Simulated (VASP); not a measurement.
# PtSe2 in VASP: further runs

Runs on PtSe2. Level: PBE+D3(BJ). Tasks: single point.

Everything below comes from runs of VASP 6.6.1. Logs are shortened: lines on timing, memory, paths and dates and some standing lists are left out, and cuts for length are marked.

## 1. The cell of the first run

The cell holds a slab with vacuum, 6 atoms: a = 3.707 Å, b = 3.707 Å, c = 22.798 Å, α = 90.00°, β = 90.00°, γ = 120.00°.

## 2. Single point, PBE+D3(BJ)

INCAR

```
SYSTEM = PtSe2
  PREC = Accurate
  ENCUT = 520
  EDIFF = 1E-6
  ISMEAR = 0
  SIGMA = 0.05
  LREAL = .FALSE.
  LASPH = .TRUE.
  NELM = 100
  ALGO = Normal
  ISIF = 2
  LWAVE = .FALSE.
  LCHARG = .TRUE.
  LDIPOL = .TRUE.
  IDIPOL = 3
  DIPOL = 0.5 0.5 0.395
  GGA = PE
  IVDW = 12
  LELF = .TRUE.
  LVHAR = .TRUE.
  LVACPOTAV = .TRUE.
  NBANDS = 31
```

KPOINTS

```
Automatic mesh
0
G
  9 9 1
  0 0 0
```

POSCAR

```
PtSe2
1.0
    3.7070358035      0.0000000000      0.0000000000
   -1.8535179017      3.2103871786      0.0000000000
    0.0000000000      0.0000000000     22.7981617435
Se Pt
4 2
Direct
    0.6666666667      0.3333333333      0.1973843352
    0.3333333333      0.6666666667      0.3135814612
    0.3333333333      1.0000000000      0.4763138798
    0.6666666667      0.6666666667      0.5925110057
    0.0000000000      0.0000000000      0.2554828982
    1.0000000000      1.3333333333      0.5344124428
```

Potentials or basis: VASP PAW PBE potentials, release 64 (Se, Pt).

Run with:

```sh
cat potpaw_PBE.64/Se/POTCAR potpaw_PBE.64/Pt/POTCAR > POTCAR
mpirun -np 1 vasp_std > vasp.out
```

OUTCAR:

```text
SYSTEM = PtSe2
   PREC = Accurate
   ENCUT = 520
   EDIFF = 1E-6
   ISMEAR = 0
   LREAL = .FALSE.
   LASPH = .TRUE.
   NELM = 100
   ISIF = 2
   GGA = PE
   IVDW = 12
 IVDW          = 12

 ion  position               nearest neighbor table
   1  0.667  0.333  0.197-   5 2.52   5 2.52   5 2.52
   2  0.333  0.667  0.314-   5 2.52   5 2.52   5 2.52
   3  0.333  0.000  0.476-   6 2.52   6 2.52   6 2.52
   4  0.667  0.667  0.593-   6 2.52   6 2.52   6 2.52
   5  0.000  0.000  0.255-   1 2.52   2 2.52   1 2.52   2 2.52   1 2.52   2 2.52
   6  0.000  0.333  0.534-   4 2.52   4 2.52   4 2.52   3 2.52   3 2.52   3 2.52

  LATTYP: Found a hexagonal cell.
 ALAT       =     3.7070358035
 C/A-ratio  =     6.1499707454

  Lattice vectors:

 A1 = (   3.7070358035,   0.0000000000,   0.0000000000)
 A2 = (  -1.8535179017,   3.2103871786,   0.0000000000)
 A3 = (   0.0000000000,   0.0000000000,  22.7981617435)

Analysis of symmetry for initial positions (statically):
=====================================================================
 Subroutine PRICEL returns:
 Original cell was already a primitive cell.

 Routine SETGRP: Setting up the symmetry group for a
 hexagonal supercell.

 Subroutine GETGRP returns: Found  2 space group operations
 (whereof  1 operations were pure point group operations)
 out of a pool of 24 trial point group operations.

The static configuration has the point symmetry C_1 .
 The point group associated with its full space group is C_2 .

Analysis of symmetry for dynamics (positions and initial velocities):
=====================================================================
 Subroutine PRICEL returns:
 Original cell was already a primitive cell.

 Routine SETGRP: Setting up the symmetry group for a
 hexagonal supercell.

 Subroutine GETGRP returns: Found  2 space group operations
 (whereof  1 operations were pure point group operations)
 out of a pool of 24 trial point group operations.

The dynamic configuration has the point symmetry C_1 .
 The point group associated with its full space group is C_2 .

 Subroutine INISYM returns: Found  2 space group operations
 (whereof  1 operations are pure point group operations),
 and found     1 'primitive' translations

----------------------------------------------------------------------------------------

                                     Primitive cell

  volume of cell :     271.3214

  direct lattice vectors                    reciprocal lattice vectors
     3.707035804  0.000000000  0.000000000     0.269757308  0.155744455  0.000000000
    -1.853517902  3.210387179  0.000000000     0.000000000  0.311488909  0.000000000
     0.000000000  0.000000000 22.798161743     0.000000000  0.000000000  0.043863186

  length of vectors
     3.707035804  3.707035804 22.798161743     0.311488909  0.311488909  0.043863186

  position of ions in fractional coordinates (direct lattice)
     0.666666667  0.333333333  0.197384335
     0.333333333  0.666666667  0.313581461
     0.333333333  0.000000000  0.476313880
     0.666666667  0.666666667  0.592511006
     0.000000000  0.000000000  0.255482898
     0.000000000  0.333333333  0.534412443

  ion indices of the primitive-cell ions
   primitive index   ion index
                 1           1
                 2           2
                 3           3
                 4           4
                 5           5
                 6           6

----------------------------------------------------------------------------------------

 KPOINTS: Automatic mesh

Automatic generation of k-mesh.
 Grid dimensions read from file:
 generate k-points for:    9    9    1

 Generating k-lattice:

  Cartesian coordinates                     Fractional coordinates (reciprocal lattice)
     0.029973034  0.017304939  0.000000000     0.111111111  0.000000000  0.000000000
     0.000000000  0.034609879  0.000000000     0.000000000  0.111111111  0.000000000
     0.000000000  0.000000000  0.043863186     0.000000000  0.000000000  1.000000000

  Length of vectors
     0.034609879  0.034609879  0.043863186

  Shift w.r.t. Gamma in fractional coordinates (k-lattice)
     0.000000000  0.000000000  0.000000000

 Subroutine IBZKPT returns following result:
 ===========================================

 Found     25 irreducible k-points:

 Following reciprocal coordinates:
            Coordinates               Weight
  0.000000  0.000000  0.000000      1.000000
  0.111111 -0.000000  0.000000      2.000000
  0.000000  0.111111  0.000000      4.000000
  0.222222  0.000000  0.000000      2.000000
  0.000000  0.222222  0.000000      4.000000
  0.333333  0.000000  0.000000      2.000000
[... 16 lines left out ...]
 -0.222222 -0.444444  0.000000      4.000000
  0.444444  0.333333  0.000000      4.000000
   k-points           NKPTS =     25   k-points in BZ     NKDIM =     25   number of bands    NBANDS=     31
   number of dos      NEDOS =    301   number of ions     NIONS =      6
   total plane-waves  NPLWV = 141120
   dimension x,y,z NGX =    28 NGY =   28 NGZ =  180
   dimension x,y,z NGXF=    56 NGYF=   56 NGZF=  360
   ions per type =               4   2
   NGX,Y,Z   is equivalent  to a cutoff of  12.56, 12.56, 13.13 a.u.
   NGXF,Y,Z  is equivalent  to a cutoff of  25.11, 25.11, 26.25 a.u.
 SYSTEM =  PtSe2
   PREC   = accura    normal or accurate (medium, high low for compatibility)
   ISTART =      0    job   : 0-new  1-cont  2-samecut
   ICHARG =      2    charge: 1-file 2-atom 10-const
   ISPIN  =      1    spin polarized calculation?
   LNONCOLLINEAR =      F non collinear calculations
   LSORBIT =      F    spin-orbit coupling
   LASPH  =      T    aspherical Exc in radial PAW
   ENCUT  =  520.0 eV  38.22 Ry    6.18 a.u.   6.89  6.89 42.39*2*pi/ulx,y,z
   NELM   =    100;   NELMIN=  2; NELMDL= -5     # of ELM steps
   EDIFF  = 0.1E-05   stopping-criterion for ELM
   LREAL  =      F    real-space projection
   EDIFFG = 0.1E-04   stopping-criterion for IOM
   NSW    =      0    number of steps for IOM
   IBRION =     -1    ionic relax: 0-MD 1-quasi-New 2-CG
   NFREE  =      0    steps in history (QN), initial steepest desc. (CG)
   ISIF   =      2    stress and relaxation
   ISYM   =      2    0-nonsym 1-usesym 2-fastsym
   POTIM  = 0.5000    time-step for ionic-motion
   TEBEG  =    0.0;   TEEND  =   0.0 temperature during run
   PSTRESS=    0.0 pullay stress
   NELECT =      44.0000    total number of electrons
   NUPDOWN=      -1.0000    fix difference up-down
   EMIN   =  10.00;   EMAX   =-10.00  energy-range for DOS
   EFERMI =   0.00;   METHOD = LEGACY
   ISMEAR =     0;   SIGMA  =   0.05  broadening in eV -4-tet -1-fermi 0-gaus
   EFERMI_NEDOS =   21; number of points for ismear=-14 and -15
   IALGO  =     38    algorithm
   IMIX   =      4    mixing-type and parameters
     AMIX     =   0.40;   BMIX     =  1.00
     AMIX_MAG =   1.60;   BMIX_MAG =  1.00
  volume/ion in A,a.u.               =      45.22       305.16
  Fermi-wavevector in a.u.,A,eV,Ry     =   0.892752  1.687057 10.843938  0.797007
  Thomas-Fermi vector in A             =   2.014742
   LORBIT       =      0    0 simple, 1 ext, 2 COOP (PROOUT), +10 PAW based schemes
   GGA     = PE    functional components
   LHFCALC =     F    Hartree Fock is set to
   AEXX    =    0.0000 exact exchange contribution
   IVDW    =    12    specifies the selected vdW correction
   LEPSILON=     F    determine dielectric tensor
   LRPA    =     F    only Hartree local field effects (RPA)
 non-spin polarized calculation
 Gauss-broadening in eV      SIGMA  =   0.05
  energy-cutoff  :      520.00
  volume of cell :      271.32
 maximum number of plane-waves:      7334
   NGX = 13   NGY = 13   NGZ = 85

 dipolmoment           0.000000      0.000000      0.000009 electrons x Angstroem

 number of electron      44.0000001 magnetization

 dipolmoment           0.000000      0.000000     -0.000001 electrons x Angstroem

 Free energy of the ion-electron system (eV)
  ---------------------------------------------------
  ext. energy  EPLUGINS =         0.00000000
  ---------------------------------------------------
  free energy    TOTEN  =       -28.57206813 eV

  energy without entropy =      -28.57206813  energy(sigma->0) =      -28.57206813

 E-fermi :  -0.2657     XC(G=0):  -5.5369

 val. band max:       -0.5013539061   @ k =   0.1111   0.1111   0.0000
 cond. band min:       0.5398056165   @ k =   0.2222   0.0000   0.0000
 fundamental gap:      1.0411595226
 Fermi energy:        -0.2656829695

 k-point     1 :       0.0000    0.0000    0.0000
  band No.  band energies     occupation
      1     -14.7461      2.00000
      2     -14.7116      2.00000
      3     -13.0012      2.00000
      4     -12.9292      2.00000
      5      -5.9602      2.00000
      6      -5.7755      2.00000
[... 23 lines left out ...]
     30       4.8795      0.00000
     31       4.9351      0.00000

 k-point     2 :       0.1111   -0.0000    0.0000
  band No.  band energies     occupation
      1     -14.6138      2.00000
      2     -14.5791      2.00000
      3     -13.0049      2.00000
      4     -12.9371      2.00000
      5      -5.8638      2.00000
      6      -5.7939      2.00000
[... 23 lines left out ...]
     30       5.5703      0.00000
     31       5.5790      0.00000

 k-point     3 :       0.0000    0.1111    0.0000
  band No.  band energies     occupation
      1     -14.6136      2.00000
      2     -14.5793      2.00000
      3     -13.0044      2.00000
      4     -12.9376      2.00000
      5      -5.8647      2.00000
      6      -5.7953      2.00000
[... 703 lines left out ...]
     30       6.9582      0.00000
     31       7.3074      0.00000

 k-point    24 :       0.4444    0.3333    0.0000
  band No.  band energies     occupation
      1     -13.1970      2.00000
      2     -13.1668      2.00000
      3     -13.0674      2.00000
      4     -13.0426      2.00000
      5      -6.2926      2.00000
      6      -6.2727      2.00000
[... 23 lines left out ...]
     30       7.0271      0.00000
     31       7.3414      0.00000

 [... further k-points ...]

------------------------ aborting loop because EDIFF is reached ----------------------------------------

 Edisp (eV)   -2.02899

 E8    (eV) :    -0.8999

  FORCE on cell =-STRESS in cart. coord.  units (eV):
  Direction    XX          YY          ZZ          XY          YZ          ZX
  --------------------------------------------------------------------------------------
  -------------------------------------------------------------------------------------
  Total      -0.17356    -0.14231    -0.65818    -0.02706     0.09813    -0.05665
  in kB      -1.02490    -0.84037    -3.88660    -0.15980     0.57945    -0.33454
  external pressure =       -1.92 kB  Pullay stress =        0.00 kB

 VOLUME and BASIS-vectors are now :
 -----------------------------------------------------------------------------
  energy-cutoff  :      520.00
  volume of cell :      271.32
      direct lattice vectors                 reciprocal lattice vectors
     3.707035804  0.000000000  0.000000000     0.269757308  0.155744455  0.000000000
    -1.853517902  3.210387179  0.000000000     0.000000000  0.311488909  0.000000000
     0.000000000  0.000000000 22.798161743     0.000000000  0.000000000  0.043863186

 POSITION                                       TOTAL-FORCE (eV/Angst)
 -----------------------------------------------------------------------------------
      1.85352      1.07013      4.50000         0.001564     -0.010215      0.000029
     -0.00000      2.14026      7.14908         0.011170     -0.022520      0.067013
      1.23568      0.00000     10.85908        -0.013917      0.020934     -0.067013
      1.23568      2.14026     13.50816        -0.008065      0.006462     -0.000029
      0.00000      0.00000      5.82454        -0.000702      0.011896      0.056613
     -0.61784      1.07013     12.18362         0.009951     -0.006556     -0.056613
 -----------------------------------------------------------------------------------
    total drift:                                0.000300      0.000164     -0.000039

  FREE ENERGIE OF THE ION-ELECTRON SYSTEM (eV)
  ---------------------------------------------------
  free  energy   TOTEN  =       -30.6010536701 eV

  energy  without entropy=      -30.6010536701  energy(sigma->0) =      -30.60105367

 vacuum level on the upper side and lower side of the slab         4.978         4.978
```

Run time: 3.1 min. Hardware: 1 thread of Intel Xeon 6975P-C (Granite Rapids), shared host; peak memory 0.48 GiB.

Results:

| Property | Result |
| --- | --- |
| Free energy | -30.6011 eV |
| Largest force | 0.072 eV/Å |
| Band gap on the k mesh | 1.04 eV, indirect (least direct gap 1.19 eV) |
| Dispersion energy per atom | -0.338 eV |

Forces on the atoms (eV/Å):
```
Se   0.002 -0.010  0.000
Se   0.011 -0.023  0.067
Se  -0.014  0.021 -0.067
Se  -0.008  0.006  0.000
Pt  -0.001  0.012  0.057
Pt   0.010 -0.007 -0.057
```

Levels at points of the mesh, in eV from the valence-band top:
```
           k point  band 19  band 20  band 21  band 22  band 23  band 24  band 25  band 26
(0.00, 0.00, 0.00)    -0.20    -0.19    -0.17    -0.17     2.76     2.76     2.80     2.80
```

Caveat: spin-orbit coupling is left out, which moves the levels of the heavy elements.

## 3. Single point, PBE+D3(BJ)

INCAR

```
PREC = Accurate
ENCUT = 520
EDIFF = 1E-6
ISMEAR = 0
SIGMA = 0.05
LREAL = False
LASPH = True
NELM = 80
ALGO = Normal
ISIF = 2
LWAVE = False
LCHARG = False
LDIPOL = True
IDIPOL = 3
DIPOL = 0.5 0.5 0.395
GGA = PE
IVDW = 12
NBANDS = 31
```

KPOINTS

```
regular mesh
0
Gamma
  9 9 1
```

POSCAR

```
PtSe2
1.0
    3.7070358035      0.0000000000      0.0000000000
   -1.8535179017      3.2103871786      0.0000000000
    0.0000000000      0.0000000000     22.7981617435
Se Pt
4 2
Direct
    0.6666666667      0.3333333333      0.1973843352
    0.3333333333      0.6666666667      0.3135814612
    0.3333333333      0.8333333333      0.4763138798
    0.6666666667      0.5000000000      0.5925110057
    0.0000000000      0.0000000000      0.2554828982
    1.0000000000      1.1666666667      0.5344124428
```

Potentials or basis: VASP PAW PBE potentials, release 64 (Se, Pt).

Run with:

```sh
cat potpaw_PBE.64/Se/POTCAR potpaw_PBE.64/Pt/POTCAR > POTCAR
mpirun -np 1 vasp_std > vasp.out
```

OUTCAR:

```text
PREC = Accurate
   ENCUT = 520
   EDIFF = 1E-6
   ISMEAR = 0
   LREAL = False
   LASPH = True
   NELM = 80
   ISIF = 2
   GGA = PE
   IVDW = 12
 IVDW          = 12

 ion  position               nearest neighbor table
   1  0.667  0.333  0.197-   5 2.52   5 2.52   5 2.52
   2  0.333  0.667  0.314-   5 2.52   5 2.52   5 2.52
   3  0.333  0.833  0.476-   6 2.52   6 2.52   6 2.52
   4  0.667  0.500  0.593-   6 2.52   6 2.52   6 2.52
   5  0.000  0.000  0.255-   1 2.52   2 2.52   1 2.52   2 2.52   1 2.52   2 2.52
   6  0.000  0.167  0.534-   4 2.52   4 2.52   4 2.52   3 2.52   3 2.52   3 2.52

  LATTYP: Found a hexagonal cell.
 ALAT       =     3.7070358035
 C/A-ratio  =     6.1499707454

  Lattice vectors:

[... 1028 lines left out ...]
  Total      -0.13669    -0.12358    -0.41197    -0.01135     0.10764    -0.06215
  in kB      -0.80714    -0.72975    -2.43273    -0.06702     0.63562    -0.36698
  external pressure =       -1.32 kB  Pullay stress =        0.00 kB

 VOLUME and BASIS-vectors are now :
 -----------------------------------------------------------------------------
  energy-cutoff  :      520.00
  volume of cell :      271.32
      direct lattice vectors                 reciprocal lattice vectors
     3.707035804  0.000000000  0.000000000     0.269757308  0.155744455  0.000000000
    -1.853517902  3.210387179  0.000000000     0.000000000  0.311488909  0.000000000
     0.000000000  0.000000000 22.798161743     0.000000000  0.000000000  0.043863186

 POSITION                                       TOTAL-FORCE (eV/Angst)
 -----------------------------------------------------------------------------------
      1.85352      1.07013      4.50000         0.003983     -0.009834     -0.003003
     -0.00000      2.14026      7.14908         0.013520     -0.024725      0.027824
     -0.30892      2.67532     10.85908        -0.014652      0.024071     -0.027824
      1.54460      1.60519     13.50816        -0.006524      0.008367      0.003003
      0.00000      0.00000      5.82454        -0.004080      0.011308      0.045079
     -0.30892      0.53506     12.18362         0.007753     -0.009188     -0.045079
 -----------------------------------------------------------------------------------
    total drift:                                0.000105      0.000069     -0.000041

  FREE ENERGIE OF THE ION-ELECTRON SYSTEM (eV)
  ---------------------------------------------------
  free  energy   TOTEN  =       -30.5836413601 eV

  energy  without entropy=      -30.5836413601  energy(sigma->0) =      -30.58364136

 vacuum level on the upper side and lower side of the slab         4.854         4.854
```

OSZICAR:

```text
N       E                     dE             d eps       ncg     rms          rms(c)
DAV:   1     0.298594892017E+03    0.29859E+03   -0.17264E+04  1550   0.115E+03
DAV:   2    -0.288652808927E+01   -0.30148E+03   -0.28673E+03  2042   0.215E+02
DAV:   3    -0.296312989310E+02   -0.26745E+02   -0.26030E+02  1872   0.677E+01
[... 14 lines left out ...]
DAV:  18    -0.285559076573E+02   -0.10754E-04   -0.96344E-07  1416   0.329E-03    0.901E-04
DAV:  19    -0.285559192385E+02   -0.11581E-04   -0.42695E-07  1319   0.220E-03    0.194E-03
DAV:  20    -0.285559223875E+02   -0.31489E-05   -0.49650E-08  1279   0.973E-04    0.480E-04
DAV:  21    -0.285559255597E+02   -0.31723E-05   -0.83743E-08  1167   0.964E-04    0.624E-04
DAV:  22    -0.285559262848E+02   -0.72511E-06   -0.30525E-08  1244   0.617E-04
   1 F= -.30583641E+02 E0= -.30583641E+02  d E =-.447973E-16
```

Run time: 3.3 min. Hardware: 1 thread of Intel Xeon 6975P-C (Granite Rapids), shared host; peak memory 0.47 GiB.

Results:

```
Free energy                : -30.5836 eV
Largest force              : 0.047 eV/Å
Band gap on the k mesh     : 0.99 eV, indirect (least direct gap 1.15 eV)
Dispersion energy per atom : -0.338 eV
```

Forces on the atoms (eV/Å):
```
Se   0.004 -0.010 -0.003
Se   0.014 -0.025  0.028
Se  -0.015  0.024 -0.028
Se  -0.007  0.008  0.003
Pt  -0.004  0.011  0.045
Pt   0.008 -0.009 -0.045
```

Levels at points of the mesh, in eV from the valence-band top:
| k point | band 20 | band 21 | band 22 | band 23 | band 24 | band 25 |
| --- | --- | --- | --- | --- | --- | --- |
| (0.00, 0.00, 0.00) | -0.24 | -0.22 | -0.21 | 2.69 | 2.71 | 2.75 |

Caveat: spin-orbit coupling is left out, which moves the levels of the heavy elements.
